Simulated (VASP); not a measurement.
# WC (P1) in VASP: a series of runs

WC is run at these levels: PBE; tasks: single point.

Program: VASP 6.6.1. These are calculated values, not measurements. Logs are shortened: lines on timing, memory, paths and dates and some standing lists are left out, and cuts for length are marked.

## 1. The cell of the first run

The typed cell holds 16 atoms: a = 5.859 Å, b = 5.074 Å, c = 5.740 Å, α = 90.00°, β = 90.00°, γ = 90.00°.

## 2. Single point, PBE

The input, INCAR:

```
SYSTEM = WC
PREC = Accurate ; ENCUT = 520
EDIFF = 1E-7 ; ISMEAR = -1
SIGMA = 0.17 ; LREAL = Auto
LASPH = .True. ; NELM = 100
ALGO = Normal ; ISIF = 2
LWAVE = .False. ; LCHARG = .False.
GGA = PE ; NBANDS = 86
```

The input, KPOINTS:

```
regular mesh
0
Gamma
  2 2 2
  0 0 0
```

The input, POSCAR:

```
WC
1.0
   -2.9293250000     -5.0737410000      0.0000000000
    4.3939880000     -2.5368700000      0.0000000000
    0.0000000000      0.0000000000      5.7403420000
W C
8 8
Direct
    0.7278226121      0.5347599887     -0.0197723411
    0.7428882219      0.5287135605      0.5098302505
    0.4738878178      0.0418688972     -0.0198420233
    0.5016631767      0.0071312177      0.4699371571
    0.2223610111      0.5128752443     -0.0340572043
    0.2482217951      0.5496879623      0.4607216783
   -0.0181879817      0.0202143225     -0.0248068843
    0.0013733888      0.0221263923      0.4808424306
    0.4645047335      0.6951965568      0.2029495804
    0.4562415784      0.6754182901      0.7382835378
    0.2593578635      0.1796644582      0.2288713808
    0.2512697824      0.1765254833      0.7293816292
   -0.0330105668      0.6791783049      0.2301430821
   -0.0119788863      0.6879649988      0.7187202435
    0.7551319871      0.1690097943      0.2366583733
    0.7543978283      0.2265314376      0.7142954200
```

Potentials or basis: VASP PAW PBE potentials, release 64 (W_sv, C).

Started as:

```console
> cat potpaw_PBE.64/W_sv/POTCAR potpaw_PBE.64/C/POTCAR > POTCAR
> mpirun -np 1 vasp_std > vasp.out
```

OUTCAR:

```text
SYSTEM = WC
   PREC = Accurate
   ENCUT = 520
   EDIFF = 1E-7
   ISMEAR = -1
   LREAL = Auto
   LASPH = .True.
   NELM = 100
   ISIF = 2
   GGA = PE

 ion  position               nearest neighbor table
   1  0.728  0.535  0.980-  13 2.14   9 2.16  16 2.19  10 2.23  14 2.28  15 2.37   2 2.70   7 2.88
                             5 2.90   3 2.91   5 2.96   3 2.97   7 3.01   2 3.04
   2  0.743  0.529  0.510-  16 1.93  14 2.04  13 2.21  10 2.26  15 2.41   9 2.54   1 2.70   4 2.82
                             6 2.91   8 2.93   6 2.98   8 2.99   4 3.01   1 3.04
   3  0.474  0.042  0.980-  11 2.03  12 2.06   9 2.18  15 2.30  10 2.32  16 2.43   5 2.81   4 2.82
                             7 2.89   1 2.91   4 2.94   1 2.97   7 2.98   5 3.06
   4  0.502  0.007  0.470-  15 2.16  11 2.17   9 2.21  12 2.26  10 2.30  16 2.32   6 2.76   2 2.82
                             3 2.82   8 2.93   8 2.93   3 2.94   2 3.01   6 3.13
   5  0.222  0.513  0.966-  10 2.07  14 2.17   9 2.17  12 2.19  11 2.28  13 2.29   3 2.81   6 2.85
                             7 2.87   1 2.90   6 2.91   7 2.94   1 2.96   3 3.06
   6  0.248  0.550  0.461-   9 2.08  10 2.10  13 2.21  14 2.24  11 2.30  12 2.44   4 2.76   8 2.80
                             5 2.85   5 2.91   2 2.91   2 2.98   8 3.04   4 3.13
   7  0.982  0.020  0.975-  15 2.14  14 2.24  12 2.26  16 2.26  13 2.27  11 2.33   8 2.84   5 2.87
                             1 2.88   3 2.89   8 2.90   5 2.94   3 2.98   1 3.01
   8  0.001  0.022  0.481-  15 2.15  14 2.18  12 2.19  16 2.23  11 2.24  13 2.27   6 2.80   7 2.84
                             7 2.90   4 2.93   2 2.93   4 2.93   2 2.99   6 3.04
   9  0.465  0.695  0.203-   6 2.08   1 2.16   5 2.17   3 2.18   4 2.21   2 2.54
  10  0.456  0.675  0.738-   5 2.07   6 2.10   1 2.23   2 2.26   4 2.30   3 2.32
  11  0.259  0.180  0.229-   3 2.03   4 2.17   8 2.24   5 2.28   6 2.30   7 2.33
  12  0.251  0.177  0.729-   3 2.06   5 2.19   8 2.19   4 2.26   7 2.26   6 2.44
  13  0.967  0.679  0.230-   1 2.14   2 2.21   6 2.21   8 2.27   7 2.27   5 2.29
  14  0.988  0.688  0.719-   2 2.04   5 2.17   8 2.18   6 2.24   7 2.24   1 2.28
  15  0.755  0.169  0.237-   7 2.14   8 2.15   4 2.16   3 2.30   1 2.37   2 2.41
  16  0.754  0.227  0.714-   2 1.93   1 2.19   8 2.23   7 2.26   4 2.32   3 2.43

  LATTYP: Found a simple orthorhombic cell.
 ALAT       =     5.0737402319
 B/A-ratio  =     1.1313827152
 C/A-ratio  =     1.1547006410

  Lattice vectors:

 A1 = (   4.3939880000,  -2.5368700000,   0.0000000000)
 A2 = (   0.0000000000,   0.0000000000,   5.7403420000)
 A3 = (  -2.9293250000,  -5.0737410000,   0.0000000000)

Analysis of symmetry for initial positions (statically):
=====================================================================
 Subroutine PRICEL returns:
 Original cell was already a primitive cell.

 Routine SETGRP: Setting up the symmetry group for a
 simple orthorhombic supercell.

 Subroutine GETGRP returns: Found  1 space group operations
 (whereof  1 operations were pure point group operations)
 out of a pool of  8 trial point group operations.

The static configuration has the point symmetry C_1 .

Analysis of symmetry for dynamics (positions and initial velocities):
=====================================================================
 Subroutine PRICEL returns:
 Original cell was already a primitive cell.

 Routine SETGRP: Setting up the symmetry group for a
 simple orthorhombic supercell.

 Subroutine GETGRP returns: Found  1 space group operations
 (whereof  1 operations were pure point group operations)
 out of a pool of  8 trial point group operations.

The dynamic configuration has the point symmetry C_1 .

 Subroutine INISYM returns: Found  1 space group operations
 (whereof  1 operations are pure point group operations),
 and found     1 'primitive' translations

----------------------------------------------------------------------------------------

                                     Primitive cell

  volume of cell :     170.6332

  direct lattice vectors                    reciprocal lattice vectors
    -2.929325000 -5.073741000  0.000000000    -0.085343873 -0.147819934  0.000000000
     4.393988000 -2.536870000  0.000000000     0.170687780 -0.098546611  0.000000000
     0.000000000  0.000000000  5.740342000     0.000000000  0.000000000  0.174205648

  length of vectors
     5.858651098  5.073740232  5.740342000     0.170687754  0.197093259  0.174205648

  position of ions in fractional coordinates (direct lattice)
     0.727822612  0.534759989  0.980227659
     0.742888222  0.528713561  0.509830251
     0.473887818  0.041868897  0.980157977
     0.501663177  0.007131218  0.469937157
     0.222361011  0.512875244  0.965942796
     0.248221795  0.549687962  0.460721678
[... 8 lines left out ...]
     0.755131987  0.169009794  0.236658373
     0.754397828  0.226531438  0.714295420

  ion indices of the primitive-cell ions
   primitive index   ion index
                 1           1
                 2           2
                 3           3
                 4           4
                 5           5
                 6           6
[... 8 lines left out ...]
                15          15
                16          16

----------------------------------------------------------------------------------------

 KPOINTS: regular mesh

Automatic generation of k-mesh.
 Grid dimensions read from file:
 generate k-points for:    2    2    2

 Generating k-lattice:

  Cartesian coordinates                     Fractional coordinates (reciprocal lattice)
    -0.042671937 -0.073909967  0.000000000     0.500000000 -0.000000000  0.000000000
     0.085343890 -0.049273306  0.000000000     0.000000000  0.500000000  0.000000000
     0.000000000  0.000000000  0.087102824     0.000000000  0.000000000  0.500000000

  Length of vectors
     0.085343877  0.098546630  0.087102824

  Shift w.r.t. Gamma in fractional coordinates (k-lattice)
     0.000000000  0.000000000  0.000000000

 Subroutine IBZKPT returns following result:
 ===========================================

 Found      8 irreducible k-points:

 Following reciprocal coordinates:
            Coordinates               Weight
  0.000000  0.000000  0.000000      1.000000
  0.500000  0.000000  0.000000      1.000000
 -0.000000  0.500000  0.000000      1.000000
  0.500000  0.500000  0.000000      1.000000
  0.000000  0.000000  0.500000      1.000000
  0.500000  0.000000  0.500000      1.000000
 -0.000000  0.500000  0.500000      1.000000
  0.500000  0.500000  0.500000      1.000000
   k-points           NKPTS =      8   k-points in BZ     NKDIM =      8   number of bands    NBANDS=     86
   number of dos      NEDOS =    301   number of ions     NIONS =     16
   total plane-waves  NPLWV =  92160
   dimension x,y,z NGX =    48 NGY =   40 NGZ =   48
   dimension x,y,z NGXF=    96 NGYF=   80 NGZF=   96
   ions per type =               8   8
   NGX,Y,Z   is equivalent  to a cutoff of  13.62, 13.11, 13.90 a.u.
   NGXF,Y,Z  is equivalent  to a cutoff of  27.24, 26.21, 27.80 a.u.
 SYSTEM =  WC
   PREC   = accura    normal or accurate (medium, high low for compatibility)
   ISTART =      0    job   : 0-new  1-cont  2-samecut
   ICHARG =      2    charge: 1-file 2-atom 10-const
   ISPIN  =      1    spin polarized calculation?
   LNONCOLLINEAR =      F non collinear calculations
   LSORBIT =      F    spin-orbit coupling
   LASPH  =      T    aspherical Exc in radial PAW
   ENCUT  =  520.0 eV  38.22 Ry    6.18 a.u.  10.89  9.43 10.67*2*pi/ulx,y,z
   NELM   =    100;   NELMIN=  2; NELMDL= -5     # of ELM steps
   EDIFF  = 0.1E-06   stopping-criterion for ELM
   LREAL  =      T    real-space projection
   EDIFFG = 0.1E-05   stopping-criterion for IOM
   NSW    =      0    number of steps for IOM
   IBRION =     -1    ionic relax: 0-MD 1-quasi-New 2-CG
   NFREE  =      0    steps in history (QN), initial steepest desc. (CG)
   ISIF   =      2    stress and relaxation
   ISYM   =      2    0-nonsym 1-usesym 2-fastsym
   POTIM  = 0.5000    time-step for ionic-motion
   TEBEG  =    0.0;   TEEND  =   0.0 temperature during run
   PSTRESS=    0.0 pullay stress
   NELECT =     144.0000    total number of electrons
   NUPDOWN=      -1.0000    fix difference up-down
   EMIN   =  10.00;   EMAX   =-10.00  energy-range for DOS
   EFERMI =   0.00;   METHOD = LEGACY
   ISMEAR =    -1;   SIGMA  =   0.17  broadening in eV -4-tet -1-fermi 0-gaus
   EFERMI_NEDOS =   21; number of points for ismear=-14 and -15
   IALGO  =     38    algorithm
   IMIX   =      4    mixing-type and parameters
     AMIX     =   0.40;   BMIX     =  1.00
     AMIX_MAG =   1.60;   BMIX_MAG =  1.00
  volume/ion in A,a.u.               =      10.66        71.97
  Fermi-wavevector in a.u.,A,eV,Ry     =   1.547062  2.923524 32.564205  2.393402
  Thomas-Fermi vector in A             =   2.652209
   LORBIT       =      0    0 simple, 1 ext, 2 COOP (PROOUT), +10 PAW based schemes
   GGA     = PE    functional components
[... 5 lines left out ...]
 non-spin polarized calculation
  energy-cutoff  :      520.00
  volume of cell :      170.63
 maximum number of plane-waves:      4630
 NGX is ok and might be reduce to    48
   NGX = 21   NGY = 19   NGZ = 21

 number of electron     143.9999998 magnetization

 Free energy of the ion-electron system (eV)
  ---------------------------------------------------
  ext. energy  EPLUGINS =         0.00000000
  ---------------------------------------------------
  free energy    TOTEN  =      -175.81798848 eV

  energy without entropy =     -175.38347266  energy(sigma->0) =     -175.60073057

 E-fermi :  11.1705     XC(G=0): -13.6286

 val. band max:       11.1638968690   @ k =   0.5000   0.0000   0.0000
 cond. band min:      11.1862808185   @ k =   0.0000   0.0000   0.5000
 fundamental gap:      0.0223839494
 Fermi energy:        11.1705355533

 k-point     1 :       0.0000    0.0000    0.0000
  band No.  band energies     occupation
      1     -63.3197      2.00000
      2     -63.2971      2.00000
      3     -63.2777      2.00000
      4     -63.2595      2.00000
      5     -63.2528      2.00000
      6     -63.1985      2.00000
[... 685 lines left out ...]
     83      14.5067      0.00000
     84      14.5541      0.00000
 [bands above 84 left out]

------------------------ aborting loop because EDIFF is reached ----------------------------------------

  FORCE on cell =-STRESS in cart. coord.  units (eV):
  Direction    XX          YY          ZZ          XY          YZ          ZX
  --------------------------------------------------------------------------------------
  -------------------------------------------------------------------------------------
  Total        6.4828556      4.4685790      2.9569445     -0.2797092      0.2848404     -3.2874709
  in kB       60.8714009     41.9581561     27.7645173     -2.6263563      2.6745361    -30.8680264
  external PRESSURE =      43.5313581 kB  Pullay stress =       0.0000000 kB

 VOLUME and BASIS-vectors are now :
 -----------------------------------------------------------------------------
  energy-cutoff  :      520.00
  volume of cell :      170.63
      direct lattice vectors                 reciprocal lattice vectors
    -2.929325000 -5.073741000  0.000000000    -0.085343873 -0.147819934  0.000000000
     4.393988000 -2.536870000  0.000000000     0.170687780 -0.098546611  0.000000000
     0.000000000  0.000000000  5.740342000     0.000000000  0.000000000  0.174205648

 POSITION                                       TOTAL-FORCE (eV/Angst)
 -----------------------------------------------------------------------------------
      0.21770     -5.04940      5.62684        -0.785593      0.431196      1.097026
      0.14700     -5.11050      2.92660         1.027383      0.907810     -6.471617
     -1.20420     -2.51060      5.62644        -3.910995     -1.403400     -1.122739
     -1.43820     -2.56340      2.69760         2.759507     -0.573985      1.516180
      1.60220     -2.42930      5.54484         0.626642     -0.715916      1.573175
      1.68820     -2.65390      2.64470        -2.467903      3.523447      1.461609
[... 8 lines left out ...]
     -1.46940     -4.26010      1.35850         1.982648      0.271792     -0.595402
     -1.21450     -4.40230      4.10030        -3.447377      2.700569      2.484275
 -----------------------------------------------------------------------------------
    total drift:                                0.002227     -0.005591      0.004585

  FREE ENERGIE OF THE ION-ELECTRON SYSTEM (eV)
  ---------------------------------------------------
  free  energy   TOTEN  =      -175.8179884809 eV

  energy  without entropy=     -175.3834726645  energy(sigma->0) =     -175.60073057
```

Wall time 3.6 min (1 thread of AMD EPYC 7R13 (Zen 3), shared host); peak memory 0.29 GiB.

Results:

* Free energy: -175.8180 eV
* Pressure: 4.4 GPa
* Largest force: 6.615 eV/Å
* Band gap on the k mesh: zero (bands 72 and 73 overlap by 0.05 eV)

Forces in eV/Å, atoms in the order of the input:
```
W   -0.786  0.431  1.097
W    1.027  0.908 -6.472
W   -3.911 -1.403 -1.123
W    2.760 -0.574  1.516
W    0.627 -0.716  1.573
W   -2.468  3.523  1.462
W    0.128 -0.605  0.403
W    1.008  0.125 -0.695
C   -0.737 -1.163  0.819
C    0.181 -3.269 -0.903
C    1.919  1.552  0.467
C    1.327  0.612 -1.013
C   -0.097 -1.604 -0.232
C    0.486 -0.789  1.211
C    1.983  0.272 -0.595
C   -3.447  2.701  2.484
```

Levels at points of the mesh, in eV from the Fermi level:
```tsv
k point	band 70	band 71	band 72	band 73	band 74	band 75
(0.00, 0.00, 0.00)	-0.78	-0.69	-0.33	0.22	0.65	0.86
(0.50, 0.00, 0.00)	-1.00	-0.10	-0.01	0.21	0.40	0.48
(0.00, 0.50, 0.00)	-0.83	-0.29	-0.15	0.58	1.07	1.49
(0.50, 0.50, 0.00)	-1.58	-1.51	-1.31	1.04	1.31	1.49
(0.00, 0.00, 0.50)	-1.12	-0.14	0.02	0.23	0.34	0.50
(0.50, 0.00, 0.50)	-1.19	-1.06	-0.94	-0.04	0.17	0.38
(0.00, 0.50, 0.50)	-1.42	-1.29	-1.09	0.18	0.56	0.77
(0.50, 0.50, 0.50)	-1.64	-1.25	-1.22	0.88	1.12	1.26
```

Caveat: the k points lie up to 0.62 Å⁻¹ apart; spin-orbit coupling is left out, which moves the levels of the heavy elements; forces of over 1 eV/Å act on the atoms, so gaps and moduli don't describe the material at rest.

(Part 1 of 2 ends here.)
